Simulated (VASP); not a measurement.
B:

```
CELL_PARAMETERS angstrom
2.46626 0.00000 0.00000
0.00000 2.46626 0.00000
0.00000 0.00000 2.16772
ATOMIC_POSITIONS crystal
B 0.50000 0.00000 0.94561
B 0.00000 0.50000 0.94561
B 0.00000 0.00000 0.74285
```

The cell was built from a structure type or drawn by symmetry, and may not be a known phase.

```yaml
Program: VASP 6.6.1
Task: relaxation of cell and atoms
Functional: PBE
Potentials_or_basis: VASP PAW PBE potentials, release 64 (B)
Cutoff: 500 eV
k_mesh: 8 × 8 × 8
Occupations: gaussian, width 0.1 eV
Spin: no spin polarisation
```

At the start: pressure 334.8 GPa; volume 4.40 Å³/atom.

Q: How do energy, volume and symmetry change on relaxing?

A: Over 18 steps the energy falls by 2720.2 meV/atom and the volume is 6.52 Å³/atom (+48.3 %); space group P4mm (No. 99, to 0.1 Å) before, Pm-3m (No. 221, to 0.1 Å).

The path:
| step | energy change (eV) | largest force (eV/Å) | pressure (GPa) | volume (Å³) |
| --- | --- | --- | --- | --- |
| 1 | 0.0000 | 13.4821 | 334.75 | 13.19 |
| 2 | -3.0333 | 2.1571 | -41.53 | 39.14 |
| 3 | -7.2708 | 0.4251 | -20.83 | 22.00 |
| 4 | -7.4294 | 0.3891 | -11.89 | 21.02 |
| 5 | -7.5236 | 0.3072 | 13.30 | 19.19 |
| 6 | -7.5343 | 0.0332 | 6.08 | 19.63 |
| 7 | -7.5335 | 0.1178 | 8.38 | 19.48 |
| 8 | -7.8909 | 0.2801 | -2.80 | 20.39 |
| 9 | -7.9756 | 0.1447 | -16.67 | 21.75 |
| 10 | -8.0288 | 0.1576 | -11.63 | 21.23 |
| 11 | -8.0779 | 0.8210 | 2.48 | 19.89 |
| 12 | -8.0818 | 0.6976 | -0.87 | 20.17 |
| 13 | -8.1169 | 0.5903 | 1.09 | 19.78 |
| 14 | -8.1383 | 0.3677 | 4.78 | 19.31 |
| 15 | -8.1400 | 0.2961 | 6.62 | 19.13 |
| 16 | -8.1594 | 0.0635 | -1.66 | 19.65 |
| 17 | -8.1595 | 0.0741 | -1.31 | 19.63 |
| 18 | -8.1606 | 0.0276 | -0.40 | 19.55 |

Final structure:
```yaml
crystal:
  lattice:
    - [2.69643, 0.00000, 0.00000]
    - [0.00000, 2.69643, 0.00000]
    - [0.00000, 0.00000, 2.68869]
  atoms:
    - { symbol: B, position: [0.50000, 0.00000, 0.04375] }
    - { symbol: B, position: [0.00000, 0.50000, 0.04375] }
    - { symbol: B, position: [0.00000, 0.00000, 0.54658] }
```

Caveat: the k points lie up to 0.29 Å⁻¹ apart in the final cell, too coarse for converged energies and pressures of a metal; the volume moved by over 15 % at a fixed basis, so the end points are rough.
